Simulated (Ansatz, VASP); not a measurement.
One calculation of Rh, two programs

Contents of INCAR:

```
SYSTEM = Rh
  PREC = Accurate
  ENCUT = 520
  EDIFF = 1E-6
  ISMEAR = 0
  SIGMA = 0.15
  LREAL = .FALSE.
  LASPH = .TRUE.
  NELM = 60
  ALGO = Fast
  ISIF = 2
  LWAVE = .FALSE.
  LCHARG = .FALSE.
  GGA = PS
  NBANDS = 22
```

Contents of KPOINTS:

```
regular mesh
0
G
  18 18 12
  0 0 0
```

File POSCAR:

```
Rh
1.0
    2.7719437279      0.0000000000      0.0000000000
   -1.3859718639      2.4005736862      0.0000000000
    0.0000000000      0.0000000000      4.4284890000
Rh
2
Direct
    0.6666666667      0.3333333333      0.7500000000
    0.3333333333      0.6666666667      0.2500000000
```

Input for Ansatz:

```yaml
crystal:
  lattice:
    - [2.7719437279, 0.0, 0.0]
    - [-1.3859718639, 2.4005736862, 0.0]
    - [0.0, 0.0, 4.428489]
  atoms:
    - { symbol: Rh, position: [0.6666666667, 0.3333333333, 0.75] }
    - { symbol: Rh, position: [0.3333333333, 0.6666666667, 0.25] }
basis:
  ecutwfc: 420
kpoints:
  mp_grid: { grid: [18, 18, 12] }
hamiltonian:
  xc: pbesol
scf:
  occupations: { method: gaussian, width: 0.15 }
output:
  forces: true
  stress: true
  eigenvalues: true
```

Change from the starting cell: strain +0.015 along x and y, +0.000 along z, atoms carried along.

Alike in both runs: task single point; functional PBEsol; k mesh 18 × 18 × 12; occupations gaussian, width 0.15 eV; no spin polarisation.

|  | VASP | Ansatz |
| --- | --- | --- |
| version | VASP 6.6.1 | Ansatz 0.2.0 |
| potentials or method | VASP PAW PBE potentials, release 64 (Rh_pv), cutoff 520 eV | scalar-relativistic, plane waves, PAW |
| valence electrons in the cell | 30 | 34 |

VASP gave:

| Item | Value |
| --- | --- |
| gap on the k mesh at the Fermi level (eV) | none |
| pressure (GPa) | -19.7 |
| traceless stress, the component that is largest in VASP (GPa) | 0.84 |

**Question.** What did Ansatz give for the same quantities?

**Answer.** gap on the k mesh at the Fermi level (eV): none; pressure (GPa): -19.6; traceless stress, the component that is largest in VASP (GPa): 0.83.

VASP's potentials were made for PBE, not for PBEsol. A gap of «none» marks a metal or a gap that the smearing closes. With one functional, cell and mesh, what is left measures potentials, basis and numerics. VASP's potentials hold 30 valence electrons a cell and Ansatz's 34, so a difference there can come from the potentials and not from the codes.
